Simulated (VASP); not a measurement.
Runs of VASP 6.6.1 on Te. The structure is that of space group P3_121 (No. 152), or close to it. The cells are those of the table. 

| task | spin | cell | k mesh | cutoff (eV) | gap on the mesh (eV) | pressure (GPa) | largest force (eV/Å) |
| --- | --- | --- | --- | --- | --- | --- | --- |
| single point | off | a = 4.469, b = 4.469, c = 5.857 Å, angles 90.0, 90.0, 120.0°, 3 atoms | 8 × 8 × 5 | 520 | 0.61 | (b) | 0.22 |
| single point | off | a = 4.530, b = 4.530, c = 5.937 Å, angles 90.0, 90.0, 120.0°, 3 atoms | 12 × 12 × 8 | 520 | 0.24 | 0.0 | - |
| single point | non-collinear, zero start, SOC | a = 4.530, b = 4.530, c = 5.937 Å, angles 90.0, 90.0, 120.0°, 3 atoms | 6 × 6 × 4 | 520 | - | 0.3 | 0.03 |
| single point | off | a = 4.590, b = 4.590, c = 6.016 Å, angles 90.0, 90.0, 120.0°, 3 atoms | 8 × 8 × 5 | 520 | 0.64 | -1.6 | 0.19 |
| single point | off | a = 4.530, b = 4.530, c = 5.937 Å, angles 90.0, 90.0, 120.0°, 3 atoms | 9 × 9 × 6 | 520 | 0.24 | 0.0 | - |
| single point | off | a = 4.406, b = 4.406, c = 5.775 Å, angles 90.0, 90.0, 120.0°, 3 atoms | 8 × 8 × 5 | 520 | (a) | 4.5 | 0.47 |
| single point | off | a = 4.705, b = 4.705, c = 6.166 Å, angles 90.0, 90.0, 120.0°, 3 atoms | 8 × 8 × 5 | 520 | 0.65 | -3.9 | 0.50 |
| relaxation of cell and atoms | off | relaxed from a = 4.454, b = 4.454, c = 5.924 Å, angles 90.0, 90.0, 120.0°, 3 atoms | 5 × 5 × 3 | 600 | (c) | 0.0 | - |

Alike in all rows: level PBE; potentials or basis VASP PAW PBE potentials, release 64 (Te); smearing fermi-dirac 0.05 eV.

**Question.** Fill in the values left out.

**Answer.** (a) 0.59; (b) 2.0; (c) 0.87.

Caveats: spin-orbit coupling is left out, which moves the levels of the heavy elements (at least some runs); an odd mesh through Γ misses points on the zone boundary, where band edges can lie (at least some runs); the cell stands under pressure (at least some runs); the cell stands under tension (at least some runs).

A k mesh can miss the band edges, and rows without SOC leave out spin-orbit coupling on Te.
